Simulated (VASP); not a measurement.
## KF: relaxation of cell and atoms with PBEsol

The system is KF.

```
K F
1.0
     0.00000    2.97482    2.97482
     2.97482    0.00000    2.97482
     2.97482    2.97482    0.00000
K F
1 1
Direct
  0.00000 0.00000 0.00000
  0.25000 0.25000 0.25000
```

```json
{
  "Program": "VASP 6.6.1",
  "Task": "relaxation of cell and atoms",
  "Functional": "PBEsol",
  "Potentials or basis": "VASP PAW PBE potentials, release 64 (K_sv, F)",
  "Cutoff": "600 eV",
  "k mesh": "6 × 6 × 6",
  "Occupations": "fermi-dirac, width 0.02 eV",
  "Spin": "no spin polarisation",
  "Dipole correction": "no",
  "Further INCAR settings": "ALGO = Normal; EDIFF = 1e-07; IBRION = 2; EDIFFG = -0.005; NSW = 80; ISIF = 3"
}
```

| Item | Value |
| --- | --- |
| Relaxed volume | 25.02 Å³/atom |
| Relaxed cell | a = 4.136 Å, b = 4.136 Å, c = 4.136 Å, α = 60.00°, β = 60.00°, γ = 60.00° |
| Space group after relaxing (to 0.1 Å) | F-43m (No. 216) |
| Energy gained by relaxing | 4.6 meV/atom |
| Ionic steps | 3 |
| Pressure after relaxing | 0.0 GPa |
| Band gap on the k mesh | 5.24 eV (least direct gap 5.47 eV) |

Step by step:
| step | energy change (eV) | largest force (eV/Å) | pressure (GPa) | volume (Å³) |
| --- | --- | --- | --- | --- |
| 1 | 0.0000 | 0.0000 | -1.05 | 52.65 |
| 2 | -0.0066 | 0.0000 | -0.58 | 51.35 |
| 3 | -0.0092 | 0.0000 | -0.02 | 50.04 |

Final structure:
```
CELL_PARAMETERS angstrom
0.00000 2.92475 2.92475
2.92475 0.00000 2.92475
2.92475 2.92475 0.00000
ATOMIC_POSITIONS crystal
K 0.00000 0.00000 0.00000
F 0.25000 0.25000 0.25000
```

Levels at points of the mesh, in eV from the valence-band top:
| k point | band 5 | band 6 | band 7 | band 8 | band 9 | band 10 | band 11 | band 12 |
| --- | --- | --- | --- | --- | --- | --- | --- | --- |
| (0.00, 0.00, 0.00) | -9.48 | -0.22 | -0.22 | -0.22 | 5.24 | 11.80 | 11.80 | 11.97 |
| (0.50, 0.00, 0.00) | -9.53 | -0.28 | -0.13 | -0.13 | 8.12 | 9.29 | 10.95 | 10.95 |
| (0.50, 0.50, 0.00) | -9.50 | -0.47 | 0.00 | 0.00 | 8.37 | 8.43 | 12.38 | 12.98 |

Wall time 78 s on 1 thread of Intel Xeon 8259CL, on a shared host, peak memory 0.21 GiB.

Caveat: the structure was generated, so it needn't be the stable form of KF; the PAW data sets were made with another functional, which shifts forces and pressure a little. A k mesh can miss the band edges.
